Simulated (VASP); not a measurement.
Set up this calculation in VASP 6.6.1, as the native input.

```yaml
Task: electric field gradients
Functional: PBEsol
Potentials_or_basis: VASP PAW PBE potentials, release 64 (Sr_sv, O)
Cutoff: 520 eV
k_mesh: 8 × 8 × 8
Occupations: fermi-dirac, width 0.03 eV
Spin: no spin polarisation
Dipole_correction: no
Further_INCAR_settings: ALGO = Normal; EDIFF = 1e-08; NBANDS = 15
```

The structure of SrO lies in POSCAR:

```
SrO
1.0
    0.0000000000      2.5350687154      2.5350687154
    2.5350687154      0.0000000000      2.5350687154
    2.5350687154      2.5350687154      0.0000000000
Sr O
1 1
Direct
    0.0000000000      0.0000000000      0.0000000000
    0.5000000000      0.5000000000      0.5000000000
```

This cell differs from its parent crystal: volume scaled by 0.96.

One way to write it, as run:

INCAR

```
SYSTEM = SrO
  PREC = Accurate
  ENCUT = 520
  EDIFF = 1E-8
  ISMEAR = -1
  SIGMA = 0.03
  LREAL = .False.
  LASPH = .True.
  NELM = 60
  ALGO = Normal
  ISIF = 2
  LWAVE = .False.
  LCHARG = .False.
  GGA = PS
  LEFG = .True.
  NBANDS = 15
```

KPOINTS

```
regular mesh
0
Gamma
  8 8 8
  0 0 0
```

Potentials or basis: VASP PAW PBE potentials, release 64 (Sr_sv, O).

Launch:

```console
$ cat potpaw_PBE.64/Sr_sv/POTCAR potpaw_PBE.64/O/POTCAR > POTCAR
$ mpirun -np 1 vasp_std > vasp.out
```

It gave:

The pressure is 3.8 GPa. The band gap on the k mesh is 3.12 eV, indirect (least direct gap 3.18 eV).

Caveat: without QUAD_EFG the Cq values of the log hold for a quadrupole moment of 1 mb, not for the nuclei; the PAW data sets were made with another functional, which shifts forces and pressure a little.

Run time: 16 s on 1 thread of Intel Xeon 6975P-C (shared host), peak memory 0.16 GiB.
